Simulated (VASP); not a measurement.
# WS2 (P6_3/mmc) in VASP: notebook, part 2 of 2

VASP 6.6.1. The steps go on from the part before.

## (5) Single point, r2SCAN (strain -4.6%)

Contents of POSCAR:

```
WS2
1.0
    3.0253952059      0.0000000000      0.0000000000
   -1.5126976029      2.6200691048      0.0000000000
    0.0000000000      0.0000000000     11.9215209730
W S
2 4
Direct
    0.3333333333      0.6666666667      0.2500000000
    0.6666666667      0.3333333333      0.7500000000
    0.3333333333      0.6666666667      0.6154788946
    0.6666666667      0.3333333333      0.1154788946
    0.3333333333      0.6666666667      0.8845211054
    0.6666666667      0.3333333333      0.3845211054
```

Contents of INCAR.step1:

```
PREC = Accurate
ENCUT = 520
ISMEAR = 0
SIGMA = 0.01
LREAL = False
LASPH = True
NELM = 80
NBANDS = 35
GGA = PE
ALGO = Normal
EDIFF = 1E-4
LWAVE = True
LCHARG = False
```

Contents of INCAR.step2:

```
PREC = Accurate
ENCUT = 520
EDIFF = 1E-7
ISMEAR = 0
SIGMA = 0.01
LREAL = False
LASPH = True
NELM = 80
ALGO = Normal
ISIF = 2
LWAVE = False
LCHARG = False
METAGGA = R2SCAN
LMIXTAU = True
NBANDS = 35
ISTART = 1
```

Contents of KPOINTS:

```
regular mesh
0
Gamma
  12 12 2
```

Potentials or basis: VASP PAW PBE potentials, release 64 (W_sv, S).

Started as:

```bash
$ cat potpaw_PBE.64/W_sv/POTCAR potpaw_PBE.64/S/POTCAR > POTCAR
$ cp INCAR.step1 INCAR
$ mpirun -np 1 vasp_std > vasp.out
$ cp INCAR.step2 INCAR
$ mpirun -np 1 vasp_std > vasp.out
```

OUTCAR:

```text
PREC = Accurate
   ENCUT = 520
   EDIFF = 1E-7
   ISMEAR = 0
   LREAL = False
   LASPH = True
   NELM = 80
   ISIF = 2
   METAGGA = R2SCAN
   ISTART = 1

 ion  position               nearest neighbor table
   1  0.333  0.667  0.250-   4 2.37   6 2.37   4 2.37   6 2.37   4 2.37   6 2.37
   2  0.667  0.333  0.750-   3 2.37   5 2.37   3 2.37   5 2.37   3 2.37   5 2.37
   3  0.333  0.667  0.615-   2 2.37   2 2.37   2 2.37
   4  0.667  0.333  0.115-   1 2.37   1 2.37   1 2.37
   5  0.333  0.667  0.885-   2 2.37   2 2.37   2 2.37
   6  0.667  0.333  0.385-   1 2.37   1 2.37   1 2.37

  LATTYP: Found a hexagonal cell.
 ALAT       =     3.0253952059
 C/A-ratio  =     3.9404838580

  Lattice vectors:

 A1 = (   3.0253952059,   0.0000000000,   0.0000000000)
 A2 = (  -1.5126976029,   2.6200691048,   0.0000000000)
 A3 = (   0.0000000000,   0.0000000000,  11.9215209730)

Analysis of symmetry for initial positions (statically):
=====================================================================
 Subroutine PRICEL returns:
 Original cell was already a primitive cell.
[... 184 lines left out ...]
 cond. band min:       9.6737469259   @ k =   0.1667   0.1667   0.0000
 fundamental gap:      0.9095252487
 Fermi energy:         8.8176953978

 k-point     1 :       0.0000    0.0000    0.0000
  band No.  band energies     occupation
      1     -67.5047      2.00000
      2     -67.5047      2.00000
      3     -31.2373      2.00000
      4     -31.2372      2.00000
      5     -30.8696      2.00000
      6     -30.8696      2.00000
[... 901 lines left out ...]
     34      13.2954      0.00000
     35      15.2859      0.00000

 [... further k-points ...]

------------------------ aborting loop because EDIFF is reached ----------------------------------------

  FORCE on cell =-STRESS in cart. coord.  units (eV):
  Direction    XX          YY          ZZ          XY          YZ          ZX
  --------------------------------------------------------------------------------------
  -------------------------------------------------------------------------------------
  Total       12.5246644     12.5246644      4.6803831      0.0000000      0.0000000      0.0000000
  in kB      212.3489673    212.3489673     79.3533842      0.0000000      0.0000000      0.0000000
  external PRESSURE =     168.0171063 kB  Pullay stress =       0.0000000 kB

 VOLUME and BASIS-vectors are now :
 -----------------------------------------------------------------------------
  energy-cutoff  :      520.00
  volume of cell :       94.50
      direct lattice vectors                 reciprocal lattice vectors
     3.025395206  0.000000000  0.000000000     0.330535329  0.190834661  0.000000000
    -1.512697603  2.620069105  0.000000000     0.000000000  0.381669322  0.000000000
     0.000000000  0.000000000 11.921520973     0.000000000  0.000000000  0.083881914

 POSITION                                       TOTAL-FORCE (eV/Angst)
 -----------------------------------------------------------------------------------
     -0.00000      1.74671      2.98038         0.000000     -0.000000      0.000000
      1.51270      0.87336      8.94114        -0.000000      0.000000      0.000000
     -0.00000      1.74671      7.33744        -0.000000     -0.000000      0.029516
      1.51270      0.87336      1.37668         0.000000      0.000000      0.029516
     -0.00000      1.74671     10.54484        -0.000000     -0.000000     -0.029516
      1.51270      0.87336      4.58408         0.000000     -0.000000     -0.029516
 -----------------------------------------------------------------------------------
    total drift:                               -0.000000      0.000000     -0.000000

  FREE ENERGIE OF THE ION-ELECTRON SYSTEM (eV)
  ---------------------------------------------------
  free  energy   TOTEN  =      -139.3904576864 eV

  energy  without entropy=     -139.3904576864  energy(sigma->0) =     -139.39045769
```

Run time: 6.7 min. Hardware: 1 thread of AMD EPYC 9R45 (Zen 5), shared host; peak memory 0.25 GiB.

Results:

```
Free energy            : -139.3905 eV
Pressure               : 16.8 GPa
Largest force          : 0.030 eV/Å
Band gap on the k mesh : 0.91 eV (least direct gap 2.15 eV)
```

Forces in eV/Å, atoms in the order of the input:
```
W    0.000  0.000  0.000
W    0.000  0.000  0.000
S    0.000  0.000  0.030
S    0.000  0.000  0.030
S    0.000  0.000 -0.030
S    0.000  0.000 -0.030
```

Caveat: the cell differs from its parent crystal (strain -4.6%); the stress differs along the axes, from 8 to 21 GPa; the PAW data sets were made with another functional, which shifts forces and pressure a little; spin-orbit coupling is left out, which moves the levels of the heavy elements. A k mesh can miss the band edges.

## (6) Single point, r2SCAN

This run uses another cell than the first one, of 18.12 Å³/atom.

Contents of POSCAR:

```
WS2
1.0
    3.1699446835      0.0000000000      0.0000000000
   -1.5849723417      2.7452526245      0.0000000000
    0.0000000000      0.0000000000     12.4911158561
W S
2 4
Direct
    0.3333333333      0.6666666667      0.2500000000
    0.6666666667      0.3333333333      0.7500000000
    0.3333333333      0.6666666667      0.6248924628
    0.6666666667      0.3333333333      0.1248924628
    0.3333333333      0.6666666667      0.8751075372
    0.6666666667      0.3333333333      0.3751075372
```

Contents of INCAR.step1:

```
SYSTEM = WS2
PREC = Accurate
ENCUT = 520
ISMEAR = 0
SIGMA = 0.01
LREAL = .FALSE.
LASPH = .TRUE.
NELM = 100
NBANDS = 35
GGA = PE
ALGO = Normal
EDIFF = 1E-4
LWAVE = .TRUE.
LCHARG = .FALSE.
```

Contents of INCAR.step2:

```
SYSTEM = WS2
PREC = Accurate
ENCUT = 520
EDIFF = 1E-6
ISMEAR = 0
SIGMA = 0.01
LREAL = .FALSE.
LASPH = .TRUE.
NELM = 100
ALGO = Normal
ISIF = 2
LWAVE = .FALSE.
LCHARG = .FALSE.
METAGGA = R2SCAN
LMIXTAU = .TRUE.
NBANDS = 35
ISTART = 1
```

Contents of KPOINTS:

```
regular mesh
0
G
  12 12 2
  0 0 0
```

Potentials or basis: VASP PAW PBE potentials, release 64 (W_sv, S).

Started as:

```bash
$ cat potpaw_PBE.64/W_sv/POTCAR potpaw_PBE.64/S/POTCAR > POTCAR
$ cp INCAR.step1 INCAR
$ mpirun -np 1 vasp_std > vasp.out
$ cp INCAR.step2 INCAR
$ mpirun -np 1 vasp_std > vasp.out
```

It took 5.1 min on 1 thread of AMD EPYC 9R45 (Zen 5), shared host; peak memory 0.27 GiB.

It converged, with:

* Free energy: -140.1408 eV
* Pressure: 1.4 GPa
* Largest force: 0.030 eV/Å
* Band gap on the k mesh: 1.17 eV (least direct gap 1.90 eV)

Forces in eV/Å, atoms in the order of the input:
```
W    0.000  0.000  0.000
W    0.000  0.000  0.000
S    0.000  0.000  0.030
S    0.000  0.000  0.030
S    0.000  0.000 -0.030
S    0.000  0.000 -0.030
```

Stress tensor (GPa, compression positive):
```
1.53 0.00 0.00
0.00 1.53 0.00
0.00 0.00 1.26
```

Levels at points of the mesh, in eV from the valence-band top:
```csv
k point,band 22,band 23,band 24,band 25,band 26,band 27,band 28,band 29,band 30,band 31
"(0.00, 0.00, 0.00)",-2.38,-2.38,-1.72,-1.14,0.00,2.44,2.44,2.45,2.45,2.51
"(0.50, 0.00, 0.00)",-2.89,-2.14,-1.98,-1.75,-1.59,2.39,2.43,2.73,2.97,3.46
"(0.00, 0.00, 0.50)",-2.40,-2.40,-2.40,-0.33,-0.33,2.44,2.44,2.44,2.44,2.60
"(0.50, 0.00, 0.50)",-2.99,-2.06,-2.06,-1.66,-1.66,2.41,2.41,2.87,2.87,3.75
```

Caveat: the PAW data sets were made with another functional, which shifts forces and pressure a little; spin-orbit coupling is left out, which moves the levels of the heavy elements.

## (7) Overview

| level | cell | smearing | gap on the mesh (eV) | pressure (GPa) | largest force (eV/Å) |
| --- | --- | --- | --- | --- | --- |
| PBE | a = 3.025, b = 3.025, c = 11.922 Å, angles 90.0, 90.0, 120.0°, 6 atoms, atomic positions A | fermi-dirac 0.02 eV | 0.79 | 18.2 | 0.29 |
| PBE | a = 3.170, b = 3.170, c = 12.491 Å, angles 90.0, 90.0, 120.0°, 6 atoms, atomic positions B | fermi-dirac 0.02 eV | 1.06 | 3.2 | 0.20 |
| PBE | a = 3.170, b = 3.170, c = 13.064 Å, angles 90.0, 90.0, 120.0°, 6 atoms, atomic positions C | fermi-dirac 0.02 eV | 1.28 | 2.5 | 0.20 |
| r2SCAN | a = 3.025, b = 3.025, c = 11.922 Å, angles 90.0, 90.0, 120.0°, 6 atoms, atomic positions A | gaussian 0.01 eV | 0.91 | 16.8 | 0.03 |
| r2SCAN | a = 3.170, b = 3.170, c = 12.491 Å, angles 90.0, 90.0, 120.0°, 6 atoms, atomic positions B | gaussian 0.01 eV | 1.17 | 1.4 | 0.03 |

Alike in all rows: task single point; potentials or basis VASP PAW PBE potentials, release 64 (W_sv, S); no spin polarisation; k mesh 12 × 12 × 2; cutoff (eV) 520.

Caveats: spin-orbit coupling is left out, which moves the levels of the heavy elements; this functional lacks dispersion, which binds layers or chains, so the pressure and a relaxed spacing across them are unreliable (at least some runs); the PAW data sets were made with another functional, which shifts forces and pressure a little (at least some runs); the stress differs along the axes, from 11 to 22 GPa (at least some runs); the cell stands under pressure (at least some runs); the stress differs along the axes, from 8 to 21 GPa (at least some runs).

Absolute energies hang on the potentials; compare differences alone.
